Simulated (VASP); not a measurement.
Wanted: the native input for a VASP 6.6.1 run.

```
Task                   : relaxation of cell and atoms
Functional             : PBE
Potentials or basis    : VASP PAW PBE potentials, release 64 (P, C)
Cutoff                 : 600 eV
k mesh                 : 12 × 12 × 8
Occupations            : gaussian, width 0.1 eV
Spin                   : no spin polarisation
Dipole correction      : no
Further INCAR settings : ALGO = Normal; EDIFF = 1e-06; IBRION = 2; EDIFFG = -0.01; NSW = 100; ISIF = 3
```

The structure of P5C lies in POSCAR:

```
P5C
1.0
    4.3541466477      0.0000000000      0.0000000000
   -2.1770733239      3.7708016087      0.0000000000
    0.0000000000      0.0000000000      4.7322458029
P C
5 1
Direct
    0.6666666667      0.3333333333      0.7410298046
    0.0000000000      0.0000000000      0.0000000000
    0.6666666667      0.3333333333      0.2589701954
    0.3333333333      0.6666666667      0.2589701954
    0.3333333333      0.6666666667      0.7410298046
    0.0000000000      0.0000000000      0.5000000000
```

The input as run:

INCAR

```
  PREC = Accurate
  ENCUT = 600
  EDIFF = 1E-6
  ISMEAR = 0
  SIGMA = 0.1
  LREAL = F
  LASPH = T
  NELM = 100
  ALGO = Normal
  ISIF = 3
  LWAVE = F
  LCHARG = F
  GGA = PE
  IBRION = 2
  NSW = 100
  EDIFFG = -0.01
```

KPOINTS

```
Automatic mesh
0
Gamma
  12 12 8
```

Potentials or basis: VASP PAW PBE potentials, release 64 (P, C).

Run with:

```console
$ cat potpaw_PBE.64/P/POTCAR potpaw_PBE.64/C/POTCAR > POTCAR
$ mpirun -np 1 vasp_std > vasp.out
```

Results of the run:

```
Relaxed volume                         : 12.83 Å³/atom
Relaxed cell                           : a = 4.303 Å, b = 4.303 Å, c = 4.799 Å, α = 90.00°, β = 90.00°, γ = 120.00°
Space group after relaxing (to 0.05 Å) : P6/mmm (No. 191)
Energy gained by relaxing              : 3.6 meV/atom
Ionic steps                            : 8
Pressure after relaxing                : 0.0 GPa
```

Run time: 6.6 min on 1 thread of Intel(R) Xeon(R) Platinum 8488C (Sapphire Rapids), on a shared host, peak memory 0.3 GiB.
